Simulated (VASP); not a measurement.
Ca: single point with PBE

Ca, a slab with vacuum:

```xyz
13
Lattice="7.8913 0.0000 0.0000 3.9457 6.8341 0.0000 0.0000 0.0000 17.4432" Properties=species:S:1:pos:R:3 pbc="T T T"
Ca    1.9728    1.1390    1.0000
Ca    5.9185    1.1390    1.0000
Ca    3.9457    4.5561    1.0000
Ca    7.8913    4.5561    1.0000
Ca   -0.0016    2.2545    4.0832
Ca    3.9474    2.2769    3.9806
Ca    1.9923    5.7083    4.0838
Ca    5.8979    5.7071    4.0903
Ca    0.0084   -0.0057    7.4699
Ca    3.9501    0.0292    7.0918
Ca    1.9980    3.4020    7.0653
Ca    5.8955    3.3982    7.0899
Ca    3.9016    2.3075   10.0790
```

* Program: VASP 6.6.1
* Task: single point
* Functional: PBE
* Potentials or basis: VASP PAW PBE potentials, release 64 (Ca_sv)
* Cutoff: 400 eV
* k mesh: 3 × 3 × 1
* Occupations: fermi-dirac, width 0.05 eV
* Spin: no spin polarisation
* Dipole correction: no
* Further INCAR settings: ALGO = Normal; EDIFF = 1e-06; NBANDS = 77; NELMDL = -8

```yaml
Largest_force: 0.071 eV/Å
Band_gap_on_the_k_mesh: zero (bands 65 and 66 overlap by 0.02 eV)
```

Forces on the atoms (eV/Å):
```
Ca   0.009  0.004 -0.029
Ca  -0.009  0.005 -0.033
Ca   0.001 -0.010 -0.029
Ca  -0.001  0.001  0.071
Ca  -0.001 -0.001  0.001
Ca  -0.001  0.001 -0.004
Ca   0.000  0.001  0.001
Ca   0.003 -0.002  0.002
Ca  -0.001  0.001  0.004
Ca  -0.001  0.001  0.001
Ca   0.002 -0.001  0.003
Ca  -0.001  0.000  0.001
Ca   0.001  0.000  0.011
```

Levels at points of the mesh, in eV from the Fermi level:
```tsv
k point	band 62	band 63	band 64	band 65	band 66	band 67	band 68	band 69
(0.00, 0.00, 0.00)	-0.72	-0.56	-0.56	-0.55	-0.06	0.02	0.02	0.13
```

Wall time 14 min on 1 thread of Intel(R) Xeon(R) Platinum 8259CL CPU @ 2.50GHz (Skylake/Cascade Lake), with other jobs on the host, peak memory 0.7 GiB.

Caveat: there is no dipole correction, which matters where the two faces differ.
